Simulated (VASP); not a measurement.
A run of VASP 6.6.1 is set up as follows.

Contents of INCAR:

```
PREC     = Accurate       # precision mode
ENCUT    = 520            # plane-wave cutoff, eV
EDIFF    = 1E-6           # SCF threshold, eV
ISMEAR   = 0              # smearing method
SIGMA    = 0.15           # smearing width, eV
LREAL    = False          # projectors in reciprocal space
LASPH    = True           # aspherical terms in the spheres
NELM     = 80             # most SCF steps
ALGO     = Normal         # electronic algorithm
ISIF     = 2              # what is computed and relaxed
LWAVE    = False          # write WAVECAR
LCHARG   = False          # write CHGCAR
GGA      = PS             # functional
NBANDS   = 15             # bands
```

KPOINTS

```
Automatic mesh
0
Gamma
  20 20 14
```

The input POSCAR:

```
TiSi
1.0
    1.9172795294     -2.2355061817      0.0000000000
    1.9172795294      2.2355061817      0.0000000000
    0.0000000000      0.0000000000      3.4133350756
Ti Si
1 1
Direct
    0.5000000000      0.5000000000      0.0000000000
    0.0000000000      0.0000000000      0.5000000000
```

Potentials or basis: VASP PAW PBE potentials, release 64 (Ti_sv, Si).

Command:

```console
$ cat potpaw_PBE.64/Ti_sv/POTCAR potpaw_PBE.64/Si/POTCAR > POTCAR
$ mpirun -np 1 vasp_std > vasp.out
```

Problem. What does it give for the pressure?

Solution. -0.7 GPa.

Problem. Estimate the band gap on the k mesh.

Solution. Zero (bands 8 and 9 overlap by 1.10 eV).

Stress tensor (GPa, compression positive):
```
-7.62  0.00  0.00
 0.00 -1.97  0.00
 0.00  0.00  7.38
```

Caveat: the stress differs along the axes, from -8 to 7 GPa; the PAW data sets were made with another functional, which shifts forces and pressure a little.
